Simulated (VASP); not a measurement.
# Ge in VASP: notebook

Runs on Ge. Level: PBE. Tasks: single point.

Program: VASP 6.6.1. These are calculated values, not measurements. Logs are shortened: lines on timing, memory, paths and dates and some standing lists are left out, and cuts for length are marked.

**1. The cell of the first run**

The cell holds a slab with vacuum, 4 atoms: a = 4.074 Å, b = 5.761 Å, c = 18.037 Å, α = 90.00°, β = 90.00°, γ = 90.00°.

**2. Single point, PBE**

The input, INCAR:

```
SYSTEM = Ge
PREC = Accurate
ENCUT = 520
EDIFF = 1E-6
ISMEAR = -1
SIGMA = 0.02
LREAL = .False.
LASPH = .True.
NELM = 100
ALGO = Normal
ISIF = 2
LWAVE = .False.
LCHARG = .False.
LDIPOL = .True.
IDIPOL = 3
DIPOL = 0.5 0.5 0.500
GGA = PE
NBANDS = 36
```

The input, KPOINTS:

```
regular mesh
0
Gamma
  8 5 1
  0 0 0
```

The input, POSCAR:

```
Ge
1.0
    4.0736070248      0.0000000000      0.0000000000
    0.0000000000      5.7609503022      0.0000000000
    0.0000000000      0.0000000000     18.0368000000
Ge
4
Direct
    0.0000000000      0.3715519046      0.4469824216
    0.5000000000      0.1284480954      0.4469824216
    0.5000000000      0.8715450000      0.5530175784
    0.0000000000      0.6284550000      0.5530175784
```

Potentials or basis: VASP PAW PBE potentials, release 64 (Ge_d).

Started as:

```console
$ cat potpaw_PBE.64/Ge_d/POTCAR > POTCAR
$ mpirun -np 1 vasp_std > vasp.out
```

OUTCAR:

```text
SYSTEM = Ge
   PREC = Accurate
   ENCUT = 520
   EDIFF = 1E-6
   ISMEAR = -1
   LREAL = .False.
   LASPH = .True.
   NELM = 100
   ISIF = 2
   GGA = PE

 ion  position               nearest neighbor table
   1  0.000  0.372  0.447-   4 2.42   2 2.47   2 2.47
   2  0.500  0.128  0.447-   3 2.42   1 2.47   1 2.47
   3  0.500  0.872  0.553-   2 2.42   4 2.47   4 2.47
   4  0.000  0.628  0.553-   1 2.42   3 2.47   3 2.47

  LATTYP: Found a simple orthorhombic cell.
 ALAT       =     4.0736070248
 B/A-ratio  =     1.4142135624
 C/A-ratio  =     4.4277221367

  Lattice vectors:

 A1 = (   4.0736070248,   0.0000000000,   0.0000000000)
 A2 = (   0.0000000000,   5.7609503022,   0.0000000000)
 A3 = (   0.0000000000,   0.0000000000,  18.0368000000)

Analysis of symmetry for initial positions (statically):
=====================================================================
 Subroutine PRICEL returns:
 Original cell was already a primitive cell.

 Routine SETGRP: Setting up the symmetry group for a
 simple orthorhombic supercell.

 Subroutine GETGRP returns: Found  4 space group operations
 (whereof  2 operations were pure point group operations)
 out of a pool of  8 trial point group operations.

The static configuration has the point symmetry C_1h.
 The point group associated with its full space group is C_2v.

Analysis of symmetry for dynamics (positions and initial velocities):
=====================================================================
 Subroutine PRICEL returns:
 Original cell was already a primitive cell.

 Routine SETGRP: Setting up the symmetry group for a
 simple orthorhombic supercell.

 Subroutine GETGRP returns: Found  4 space group operations
 (whereof  2 operations were pure point group operations)
 out of a pool of  8 trial point group operations.

The dynamic configuration has the point symmetry C_1h.
 The point group associated with its full space group is C_2v.

 Subroutine INISYM returns: Found  4 space group operations
 (whereof  2 operations are pure point group operations),
 and found     1 'primitive' translations

----------------------------------------------------------------------------------------

                                     Primitive cell

  volume of cell :     423.2849

  direct lattice vectors                    reciprocal lattice vectors
     4.073607025  0.000000000  0.000000000     0.245482687  0.000000000  0.000000000
[... 86 lines left out ...]
   ISIF   =      2    stress and relaxation
   ISYM   =      2    0-nonsym 1-usesym 2-fastsym
   POTIM  = 0.5000    time-step for ionic-motion
   TEBEG  =    0.0;   TEEND  =   0.0 temperature during run
   PSTRESS=    0.0 pullay stress
   NELECT =      56.0000    total number of electrons
   NUPDOWN=      -1.0000    fix difference up-down
   EMIN   =  10.00;   EMAX   =-10.00  energy-range for DOS
   EFERMI =   0.00;   METHOD = LEGACY
   ISMEAR =    -1;   SIGMA  =   0.02  broadening in eV -4-tet -1-fermi 0-gaus
   EFERMI_NEDOS =   21; number of points for ismear=-14 and -15
   IALGO  =     38    algorithm
   IMIX   =      4    mixing-type and parameters
     AMIX     =   0.40;   BMIX     =  1.00
     AMIX_MAG =   1.60;   BMIX_MAG =  1.00
  volume/ion in A,a.u.               =     105.82       714.12
  Fermi-wavevector in a.u.,A,eV,Ry     =   0.834180  1.576372  9.467706  0.695857
  Thomas-Fermi vector in A             =   1.947529
   LORBIT       =      0    0 simple, 1 ext, 2 COOP (PROOUT), +10 PAW based schemes
   GGA     = PE    functional components
   LHFCALC =     F    Hartree Fock is set to
   AEXX    =    0.0000 exact exchange contribution
   IVDW    =     0    specifies the selected vdW correction
   LEPSILON=     F    determine dielectric tensor
   LRPA    =     F    only Hartree local field effects (RPA)
 non-spin polarized calculation
  energy-cutoff  :      520.00
  volume of cell :      423.28
 maximum number of plane-waves:     11436
   NGX = 15   NGY = 21   NGZ = 67

 dipolmoment           0.000000      0.000000      0.000022 electrons x Angstroem

 number of electron      55.9999999 magnetization

 dipolmoment           0.000000      0.000000     -0.000008 electrons x Angstroem

 Free energy of the ion-electron system (eV)
  ---------------------------------------------------
  ext. energy  EPLUGINS =         0.00000000
  ---------------------------------------------------
  free energy    TOTEN  =       -15.54454702 eV

  energy without entropy =      -15.54450235  energy(sigma->0) =      -15.54452468

 E-fermi :  -2.6068     XC(G=0):  -3.0074

 val. band max:       -2.7569042100   @ k =   0.0000   0.0000   0.0000
 cond. band min:      -2.4747905649   @ k =   0.3750   0.0000   0.0000
 fundamental gap:      0.2821136451
 Fermi energy:        -2.6068269114

 k-point     1 :       0.0000    0.0000    0.0000
  band No.  band energies     occupation
      1     -26.9651      2.00000
      2     -26.9098      2.00000
      3     -26.9094      2.00000
      4     -26.9085      2.00000
      5     -26.8997      2.00000
      6     -26.8594      2.00000
[... 574 lines left out ...]
     35       3.3476      0.00000
     36       3.3476      0.00000

------------------------ aborting loop because EDIFF is reached ----------------------------------------

 vacuum level on the upper side and lower side of the slab       (xc-potential included)        -0.132        -0.132

  FORCE on cell =-STRESS in cart. coord.  units (eV):
  Direction    XX          YY          ZZ          XY          YZ          ZX
  --------------------------------------------------------------------------------------
  -------------------------------------------------------------------------------------
  Total        0.8283006      0.4540723     -0.0063011      0.0000000      0.0000000      0.0000000
  in kB        3.1352041      1.7187111     -0.0238503      0.0000000      0.0000000      0.0000000
  external PRESSURE =       1.6100217 kB  Pullay stress =       0.0000000 kB

 VOLUME and BASIS-vectors are now :
 -----------------------------------------------------------------------------
  energy-cutoff  :      520.00
  volume of cell :      423.28
      direct lattice vectors                 reciprocal lattice vectors
     4.073607025  0.000000000  0.000000000     0.245482687  0.000000000  0.000000000
     0.000000000  5.760950302  0.000000000     0.000000000  0.173582473  0.000000000
     0.000000000  0.000000000 18.036800000     0.000000000  0.000000000  0.055442207

 POSITION                                       TOTAL-FORCE (eV/Angst)
 -----------------------------------------------------------------------------------
      0.00000      2.14049      8.06213         0.000000     -0.005649     -0.006751
      2.03680      0.73998      8.06213         0.000000      0.005649     -0.006751
      2.03680      5.02093      9.97467         0.000000     -0.005185      0.006751
      0.00000      3.62050      9.97467         0.000000      0.005185      0.006751
 -----------------------------------------------------------------------------------
    total drift:                                0.000000      0.000000      0.000052

  FREE ENERGIE OF THE ION-ELECTRON SYSTEM (eV)
  ---------------------------------------------------
  free  energy   TOTEN  =       -15.5445470198 eV

  energy  without entropy=      -15.5445023491  energy(sigma->0) =      -15.54452468

 vacuum level on the upper side and lower side of the slab         1.830         1.830
```

Wall time 4.3 min (1 thread of Intel Xeon Platinum 8488C (Sapphire Rapids), shared host); peak memory 0.55 GiB.

Results:

```
Free energy            : -15.5445 eV
Largest force          : 0.009 eV/Å
Band gap on the k mesh : 0.28 eV (least direct gap 0.57 eV)
```

Forces on the atoms (eV/Å):
```
Ge   0.000 -0.006 -0.007
Ge   0.000  0.006 -0.007
Ge   0.000 -0.005  0.007
Ge   0.000  0.005  0.007
```

Levels at points of the mesh, in eV from the valence-band top:
| k point | band 24 | band 25 | band 26 | band 27 | band 28 | band 29 | band 30 | band 31 | band 32 | band 33 |
| --- | --- | --- | --- | --- | --- | --- | --- | --- | --- | --- |
| (0.00, 0.00, 0.00) | -2.39 | -2.21 | -1.63 | -1.56 | 0.00 | 1.48 | 1.93 | 2.61 | 2.67 | 3.81 |
| (0.50, 0.00, 0.00) | -6.55 | -2.40 | -2.40 | -0.33 | -0.33 | 0.57 | 0.57 | 3.09 | 3.09 | 4.88 |

**3. Single point, PBE**

The input, INCAR:

```
SYSTEM = Ge
PREC = Accurate
ENCUT = 520
EDIFF = 1E-7
ISMEAR = -1
SIGMA = 0.02
LREAL = .FALSE.
LASPH = .TRUE.
NELM = 100
ALGO = Normal
ISIF = 2
LWAVE = .FALSE.
LCHARG = .TRUE.
LDIPOL = .TRUE.
IDIPOL = 3
DIPOL = 0.5 0.5 0.500
GGA = PE
LELF = .TRUE.
LVHAR = .TRUE.
LVACPOTAV = .TRUE.
NBANDS = 36
EFIELD = -0.1
```

The input, KPOINTS:

```
Automatic mesh
0
G
  8 5 1
  0 0 0
```

POSCAR is that of step 2.

Potentials or basis: VASP PAW PBE potentials, release 64 (Ge_d).

Started as:

```console
$ cat potpaw_PBE.64/Ge_d/POTCAR > POTCAR
$ mpirun -np 1 vasp_std > vasp.out
```

Wall time 5.6 min (1 thread of Intel Xeon Platinum 8488C (Sapphire Rapids), shared host); peak memory 0.54 GiB.

Results (log left out):

```yaml
Free_energy: -15.5475 eV
Largest_force: 0.016 eV/Å
Band_gap_on_the_k_mesh: 0.28 eV (least direct gap 0.57 eV)
```

Forces on the atoms (eV/Å):
```
Ge   0.000  0.003 -0.007
Ge   0.000 -0.003 -0.007
Ge   0.000 -0.014  0.007
Ge   0.000  0.014  0.007
```

Levels at points of the mesh, in eV from the valence-band top:
```csv
k point,band 25,band 26,band 27,band 28,band 29,band 30,band 31,band 32
"(0.00, 0.00, 0.00)",-2.21,-1.63,-1.56,0.00,1.48,1.93,2.61,2.67
"(0.50, 0.00, 0.00)",-2.40,-2.40,-0.33,-0.33,0.57,0.57,3.09,3.09
```
